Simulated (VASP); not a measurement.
# SnO2 (Pnnm) in VASP: single point with r2SCAN

Aim: the single point of SnO2 with r2SCAN.

Program: VASP 6.6.1. These are calculated values, not measurements. Logs are shortened: lines on timing, memory, paths and dates and some standing lists are left out, and cuts for length are marked.

## 1. The cell of the first run

It takes space group Pnnm (No. 58, orthorhombic). The conventional cell has a = 4.788 Å, b = 4.867 Å, c = 3.241 Å, α = 90.00°, β = 90.00°, γ = 90.00°. Sn (site symmetry 2/m) has 6 O at 2.09 to 2.10 Å within 2.8 Å. Within 2.8 Å of O (site symmetry m) lie 3 Sn at 2.09 to 2.10 Å and 1 O at 2.65 Å.

## 2. Single point, r2SCAN

The input, POSCAR:

```
SnO2
1.0
    4.7880040000      0.0000000000      0.0000000000
    0.0000000000      4.8665820000      0.0000000000
    0.0000000000      0.0000000000      3.2408980000
Sn O
2 4
Direct
    0.5000000000      0.5000000000      0.5000000000
    0.0000000000      0.0000000000      0.0000000000
    0.2918550000      0.3210420000      0.0000000000
    0.7918550000      0.1789580000      0.5000000000
    0.2081450000      0.8210420000      0.5000000000
    0.7081450000      0.6789580000      0.0000000000
```

The input, INCAR.step1:

```
PREC = Accurate ; ENCUT = 520
ISMEAR = 0 ; SIGMA = 0.05
LREAL = F ; LASPH = T
NELM = 60 ; NBANDS = 35
GGA = PE ; ALGO = Normal
EDIFF = 1E-4 ; LWAVE = T
LCHARG = F
```

The input, INCAR.step2:

```
PREC = Accurate ; ENCUT = 520
EDIFF = 1E-7 ; ISMEAR = 0
SIGMA = 0.05 ; LREAL = F
LASPH = T ; NELM = 60
ALGO = Normal ; ISIF = 2
LWAVE = F ; LCHARG = F
METAGGA = R2SCAN ; LMIXTAU = T
NBANDS = 35 ; ISTART = 1
```

The input, KPOINTS:

```
Automatic mesh
0
Gamma
  6 6 8
```

Potentials or basis: VASP PAW PBE potentials, release 64 (Sn_d, O).

The run is started by

```sh
$ cat potpaw_PBE.64/Sn_d/POTCAR potpaw_PBE.64/O/POTCAR > POTCAR
$ cp INCAR.step1 INCAR
$ mpirun -np 1 vasp_std > vasp.out
$ cp INCAR.step2 INCAR
$ mpirun -np 1 vasp_std > vasp.out
```

OUTCAR:

```text
PREC = Accurate
   ENCUT = 520
   EDIFF = 1E-7
   ISMEAR = 0
   LREAL = F
   LASPH = T
   NELM = 60
   ISIF = 2
   METAGGA = R2SCAN
   ISTART = 1

 ion  position               nearest neighbor table
   1  0.500  0.500  0.500-   3 2.09   6 2.09   3 2.09   6 2.09   5 2.10   4 2.10
   2  0.000  0.000  0.000-   4 2.09   5 2.09   4 2.09   5 2.09   3 2.10   6 2.10
   3  0.292  0.321  0.000-   1 2.09   1 2.09   2 2.10
   4  0.792  0.179  0.500-   2 2.09   2 2.09   1 2.10
   5  0.208  0.821  0.500-   2 2.09   2 2.09   1 2.10
   6  0.708  0.679  0.000-   1 2.09   1 2.09   2 2.10

  LATTYP: Found a simple orthorhombic cell.
 ALAT       =     3.2408980000
 B/A-ratio  =     1.4773695439
 C/A-ratio  =     1.5016152930

  Lattice vectors:

 A1 = (   0.0000000000,   0.0000000000,   3.2408980000)
 A2 = (   4.7880040000,   0.0000000000,   0.0000000000)
 A3 = (   0.0000000000,   4.8665820000,   0.0000000000)

Analysis of symmetry for initial positions (statically):
=====================================================================
 Subroutine PRICEL returns:
 Original cell was already a primitive cell.

 Routine SETGRP: Setting up the symmetry group for a
 simple orthorhombic supercell.

 Subroutine GETGRP returns: Found  8 space group operations
 (whereof  4 operations were pure point group operations)
 out of a pool of  8 trial point group operations.

The static configuration has the point symmetry C_2h.
 The point group associated with its full space group is D_2h.

Analysis of symmetry for dynamics (positions and initial velocities):
=====================================================================
 Subroutine PRICEL returns:
 Original cell was already a primitive cell.

 Routine SETGRP: Setting up the symmetry group for a
 simple orthorhombic supercell.

 Subroutine GETGRP returns: Found  8 space group operations
 (whereof  4 operations were pure point group operations)
 out of a pool of  8 trial point group operations.

The dynamic configuration has the point symmetry C_2h.
 The point group associated with its full space group is D_2h.

 Subroutine INISYM returns: Found  8 space group operations
 (whereof  4 operations are pure point group operations),
 and found     1 'primitive' translations

----------------------------------------------------------------------------------------

                                     Primitive cell

  volume of cell :      75.5169

  direct lattice vectors                    reciprocal lattice vectors
     4.788004000  0.000000000  0.000000000     0.208855298  0.000000000  0.000000000
     0.000000000  4.866582000  0.000000000     0.000000000  0.205483027  0.000000000
     0.000000000  0.000000000  3.240898000     0.000000000  0.000000000  0.308556456

  length of vectors
     4.788004000  4.866582000  3.240898000     0.208855298  0.205483027  0.308556456

  position of ions in fractional coordinates (direct lattice)
     0.500000000  0.500000000  0.500000000
     0.000000000  0.000000000  0.000000000
     0.291855000  0.321042000  0.000000000
     0.791855000  0.178958000  0.500000000
     0.208145000  0.821042000  0.500000000
     0.708145000  0.678958000  0.000000000

  ion indices of the primitive-cell ions
   primitive index   ion index
                 1           1
                 2           2
                 3           3
                 4           4
                 5           5
                 6           6

----------------------------------------------------------------------------------------

 KPOINTS: Automatic mesh

Automatic generation of k-mesh.
 Grid dimensions read from file:
 generate k-points for:    6    6    8

 Generating k-lattice:

  Cartesian coordinates                     Fractional coordinates (reciprocal lattice)
     0.034809216  0.000000000  0.000000000     0.166666667  0.000000000  0.000000000
     0.000000000  0.034247171  0.000000000     0.000000000  0.166666667  0.000000000
     0.000000000  0.000000000  0.038569557     0.000000000  0.000000000  0.125000000

  Length of vectors
     0.034809216  0.034247171  0.038569557

  Shift w.r.t. Gamma in fractional coordinates (k-lattice)
     0.000000000  0.000000000  0.000000000

 Subroutine IBZKPT returns following result:
 ===========================================

 Found     80 irreducible k-points:

 Following reciprocal coordinates:
            Coordinates               Weight
  0.000000  0.000000  0.000000      1.000000
  0.166667  0.000000  0.000000      2.000000
  0.333333  0.000000  0.000000      2.000000
  0.500000  0.000000  0.000000      1.000000
  0.000000  0.166667  0.000000      2.000000
  0.166667  0.166667  0.000000      4.000000
[... 16 lines left out ...]
  0.333333  0.166667  0.125000      8.000000
  0.500000  0.166667  0.125000      4.000000
 [... further k-points ...]
   k-points           NKPTS =     80   k-points in BZ     NKDIM =     80   number of bands    NBANDS=     35
   number of dos      NEDOS =    301   number of ions     NIONS =      6
   total plane-waves  NPLWV =  31104
   dimension x,y,z NGX =    36 NGY =   36 NGZ =   24
   dimension x,y,z NGXF=    72 NGYF=   72 NGZF=   48
   ions per type =               2   4
   NGX,Y,Z   is equivalent  to a cutoff of  12.50, 12.30, 12.31 a.u.
   NGXF,Y,Z  is equivalent  to a cutoff of  25.00, 24.60, 24.62 a.u.
 SYSTEM =  unknown system
   PREC   = accura    normal or accurate (medium, high low for compatibility)
   ISTART =      1    job   : 0-new  1-cont  2-samecut
   ICHARG =      0    charge: 1-file 2-atom 10-const
   ISPIN  =      1    spin polarized calculation?
   LNONCOLLINEAR =      F non collinear calculations
   LSORBIT =      F    spin-orbit coupling
   LASPH  =      T    aspherical Exc in radial PAW
   ENCUT  =  520.0 eV  38.22 Ry    6.18 a.u.   8.90  9.05  6.03*2*pi/ulx,y,z
   NELM   =     60;   NELMIN=  2; NELMDL=  0     # of ELM steps
   EDIFF  = 0.1E-06   stopping-criterion for ELM
   LREAL  =      F    real-space projection
   EDIFFG = 0.1E-05   stopping-criterion for IOM
   NSW    =      0    number of steps for IOM
   IBRION =     -1    ionic relax: 0-MD 1-quasi-New 2-CG
   NFREE  =      0    steps in history (QN), initial steepest desc. (CG)
   ISIF   =      2    stress and relaxation
   ISYM   =      2    0-nonsym 1-usesym 2-fastsym
   POTIM  = 0.5000    time-step for ionic-motion
   TEBEG  =    0.0;   TEEND  =   0.0 temperature during run
   PSTRESS=    0.0 pullay stress
   NELECT =      52.0000    total number of electrons
   NUPDOWN=      -1.0000    fix difference up-down
   EMIN   =  10.00;   EMAX   =-10.00  energy-range for DOS
   EFERMI =   0.00;   METHOD = LEGACY
   ISMEAR =     0;   SIGMA  =   0.05  broadening in eV -4-tet -1-fermi 0-gaus
   EFERMI_NEDOS =   21; number of points for ismear=-14 and -15
   IALGO  =     38    algorithm
   IMIX   =      4    mixing-type and parameters
     AMIX     =   0.40;   BMIX     =  1.00
     AMIX_MAG =   1.60;   BMIX_MAG =  1.00
  volume/ion in A,a.u.               =      12.59        84.94
  Fermi-wavevector in a.u.,A,eV,Ry     =   1.445644  2.731871 28.434627  2.089886
  Thomas-Fermi vector in A             =   2.563802
   LORBIT       =      0    0 simple, 1 ext, 2 COOP (PROOUT), +10 PAW based schemes
   METAGGA = R2SCAN    functional components
   LHFCALC =     F    Hartree Fock is set to
   AEXX    =    0.0000 exact exchange contribution
   IVDW    =     0    specifies the selected vdW correction
   LEPSILON=     F    determine dielectric tensor
   LRPA    =     F    only Hartree local field effects (RPA)
 non-spin polarized calculation
 Gauss-broadening in eV      SIGMA  =   0.05
  energy-cutoff  :      520.00
  volume of cell :       75.52
 maximum number of plane-waves:      2064
 NGX is ok and might be reduce to    36
   NGX = 17   NGY = 19   NGZ = 13

 number of electron      51.9999998 magnetization

 Free energy of the ion-electron system (eV)
  ---------------------------------------------------
  ext. energy  EPLUGINS =         0.00000000
  ---------------------------------------------------
  free energy    TOTEN  =       -84.55596395 eV

  energy without entropy =      -84.55596395  energy(sigma->0) =      -84.55596395

 E-fermi :   5.2201     XC(G=0): -11.7432

 val. band max:        5.0220738426   @ k =   0.0000   0.0000   0.0000
 cond. band min:       6.4391379842   @ k =   0.0000   0.0000   0.0000
 fundamental gap:      1.4170641416
 Fermi energy:         5.2200825308

 k-point     1 :       0.0000    0.0000    0.0000
  band No.  band energies     occupation
      1     -16.5657      2.00000
      2     -15.7662      2.00000
      3     -15.5372      2.00000
      4     -15.5339      2.00000
      5     -15.5184      2.00000
      6     -15.4573      2.00000
[... 27 lines left out ...]
     34      17.8158      0.00000
     35      18.0448      0.00000

 k-point     2 :       0.1667    0.0000    0.0000
  band No.  band energies     occupation
      1     -16.5233      2.00000
      2     -15.8210      2.00000
      3     -15.5358      2.00000
      4     -15.5328      2.00000
      5     -15.5189      2.00000
      6     -15.4876      2.00000
[... 27 lines left out ...]
     34      17.8450      0.00000
     35      18.0870      0.00000

 k-point     3 :       0.3333    0.0000    0.0000
  band No.  band energies     occupation
      1     -16.3999      2.00000
      2     -15.9915      2.00000
      3     -15.5326      2.00000
      4     -15.5308      2.00000
      5     -15.5204      2.00000
      6     -15.5170      2.00000
[... 27 lines left out ...]
     34      18.1059      0.00000
     35      18.3170      0.00000
[... 723 lines left out ...]
 k-point    23 :       0.3333    0.1667    0.1250
  band No.  band energies     occupation
      1     -16.3376      2.00000
      2     -16.0228      2.00000
      3     -15.6853      2.00000
      4     -15.6636      2.00000
      5     -15.4841      2.00000
      6     -15.4611      2.00000
[... 27 lines left out ...]
     34      18.0464      0.00000
     35      18.3005      0.00000

 k-point    24 :       0.5000    0.1667    0.1250
  band No.  band energies     occupation
      1     -16.1949      2.00000
      2     -16.1949      2.00000
      3     -15.6759      2.00000
      4     -15.6759      2.00000
      5     -15.4726      2.00000
      6     -15.4726      2.00000
[... 27 lines left out ...]
     34      18.0142      0.00000
     35      18.3542      0.00000

 [... further k-points ...]
[... 5 lines left out ...]
  --------------------------------------------------------------------------------------
  -------------------------------------------------------------------------------------
  Total       -3.1212547     -3.2874248     -3.8865183      0.0000000      0.0000000      0.0000000
  in kB      -66.2210226    -69.7465121    -82.4569733      0.0000000      0.0000000      0.0000000
  external PRESSURE =     -72.8081693 kB  Pullay stress =       0.0000000 kB

 VOLUME and BASIS-vectors are now :
 -----------------------------------------------------------------------------
  energy-cutoff  :      520.00
  volume of cell :       75.52
      direct lattice vectors                 reciprocal lattice vectors
     4.788004000  0.000000000  0.000000000     0.208855298  0.000000000  0.000000000
     0.000000000  4.866582000  0.000000000     0.000000000  0.205483027  0.000000000
     0.000000000  0.000000000  3.240898000     0.000000000  0.000000000  0.308556456

 POSITION                                       TOTAL-FORCE (eV/Angst)
 -----------------------------------------------------------------------------------
      2.39400      2.43329      1.62045         0.000000     -0.000000      0.000000
      0.00000      0.00000      0.00000         0.000000     -0.000000      0.000000
      1.39740      1.56238      0.00000         0.101488     -0.059730      0.000000
      3.79140      0.87091      1.62045         0.101488      0.059730      0.000000
      0.99660      3.99567      1.62045        -0.101488     -0.059730      0.000000
      3.39060      3.30420      0.00000        -0.101488      0.059730      0.000000
 -----------------------------------------------------------------------------------
    total drift:                                0.000000      0.000000      0.000000

  FREE ENERGIE OF THE ION-ELECTRON SYSTEM (eV)
  ---------------------------------------------------
  free  energy   TOTEN  =       -84.5559639519 eV

  energy  without entropy=      -84.5559639519  energy(sigma->0) =      -84.55596395
```

Run time: 4.5 min. Hardware: 1 thread of Intel Xeon 6975P-C (Granite Rapids), shared host; peak memory 0.3 GiB.

What came out:

| Quantity | Value |
| --- | --- |
| Free energy | -84.5560 eV |
| Pressure | -7.3 GPa |
| Largest force | 0.118 eV/Å |
| Band gap on the k mesh | 1.42 eV, direct |

Forces in eV/Å, atoms in the order of the input:
```
Sn   0.000  0.000  0.000
Sn   0.000  0.000  0.000
O    0.101 -0.060  0.000
O    0.101  0.060  0.000
O   -0.101 -0.060  0.000
O   -0.101  0.060  0.000
```

Stress tensor (GPa, compression positive):
```
-6.62  0.00  0.00
 0.00 -6.97  0.00
 0.00  0.00 -8.25
```

Levels at points of the mesh, in eV from the valence-band top:
```tsv
k point	band 23	band 24	band 25	band 26	band 27	band 28	band 29	band 30
(0.00, 0.00, 0.00)	-1.12	-0.65	-0.64	0.00	1.42	6.44	6.83	6.99
(0.50, 0.00, 0.00)	-1.10	-1.10	-0.46	-0.46	4.52	4.52	7.39	7.39
(0.00, 0.50, 0.00)	-1.09	-1.09	-0.57	-0.57	4.67	4.67	7.86	7.86
(0.50, 0.50, 0.00)	-1.22	-1.22	-0.77	-0.77	5.02	5.02	7.93	7.93
(0.00, 0.00, 0.50)	-1.49	-1.49	-1.09	-1.09	6.42	6.42	10.26	10.26
(0.50, 0.00, 0.50)	-0.86	-0.86	-0.70	-0.70	6.72	6.72	8.64	8.64
(0.00, 0.50, 0.50)	-1.07	-1.07	-0.60	-0.60	6.62	6.62	8.42	8.42
(0.50, 0.50, 0.50)	-0.86	-0.86	-0.71	-0.71	5.18	5.18	9.46	9.46
```

Caveat: the PAW data sets were made with another functional, which shifts forces and pressure a little; spin-orbit coupling is left out, which moves the levels of the heavy elements.
